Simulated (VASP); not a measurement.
Here is a VASP 6.6.1 calculation.

INCAR

```
SYSTEM = GaP
  ALGO = Normal
  EDIFF = 1E-6
  ENCUT = 520
  GGA = PE
  ISIF = 2
  ISMEAR = 0
  LASPH = .TRUE.
  LCHARG = .FALSE.
  LREAL = .FALSE.
  LWAVE = .FALSE.
  NBANDS = 16
  NELM = 60
  PREC = Accurate
  SIGMA = 0.01
```

KPOINTS

```
k-points
0
G
  6 6 6
  0 0 0
```

The input POSCAR:

```
GaP
1.0
    0.0000000000      2.6115633931      2.6115633931
    2.6115633931      0.0000000000      2.6115633931
    2.6115633931      2.6115633931      0.0000000000
Ga P
1 1
Direct
    0.0000000000      0.0000000000      0.0000000000
    0.2500000000      0.2500000000      0.2500000000
```

Potentials or basis: VASP PAW PBE potentials, release 64 (Ga_d, P).

The run is started by

```bash
$ cat potpaw_PBE.64/Ga_d/POTCAR potpaw_PBE.64/P/POTCAR > POTCAR
$ mpirun -np 1 vasp_std > vasp.out
```

Question: Predict the pressure.

Answer: 17.2 GPa.

Question: Predict the band gap on the k mesh.

Answer: 1.35 eV, indirect (least direct gap 2.91 eV).

A k mesh can miss the band edges. Expect the measured gap to be larger: semilocal functionals such as PBE lack the derivative discontinuity.
